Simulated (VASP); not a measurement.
A run of VASP 6.6.1:

INCAR

```
PREC = Accurate
ENCUT = 520
EDIFF = 1E-6
ISMEAR = 0
SIGMA = 0.1
LREAL = False
LASPH = True
NELM = 60
ALGO = Fast
ISIF = 2
LWAVE = False
LCHARG = False
GGA = PE
NBANDS = 26
```

File KPOINTS:

```
regular mesh
0
Gamma
  4 4 4
```

POSCAR

```
TaBe4Ru
1.0
    0.0000000000      3.2729517000      3.2729517000
    3.2729517000      0.0000000000      3.2729517000
    3.2729517000      3.2729517000      0.0000000000
Ta Be Ru
1 4 1
Direct
    0.5000000000      0.5000000000      0.5000000000
    0.6535239700      0.6535239700      0.6535239700
    0.6535239700      0.6535239700      0.0394281000
    0.6535239700      0.0394281000      0.6535239700
    0.0394281000      0.6535239700      0.6535239700
    0.0000000000      0.0000000000      0.0000000000
```

Potentials or basis: VASP PAW PBE potentials, release 64 (Ta_pv, Be, Ru_pv).

Launch:

```sh
$ cat potpaw_PBE.64/Ta_pv/POTCAR potpaw_PBE.64/Be/POTCAR potpaw_PBE.64/Ru_pv/POTCAR > POTCAR
$ mpirun -np 1 vasp_std > vasp.out
```

Hardware: 1 thread of AMD EPYC 7R43 64-Core Processor (Zen 3), with other jobs on the host.

Task: Estimate the wall time of this run.

Result: Run time: 27 s on 1 thread of AMD EPYC 7R43 64-Core Processor (Zen 3), on a shared host, peak memory 0.17 GiB. Counts: scf iterations 17, k points 8.
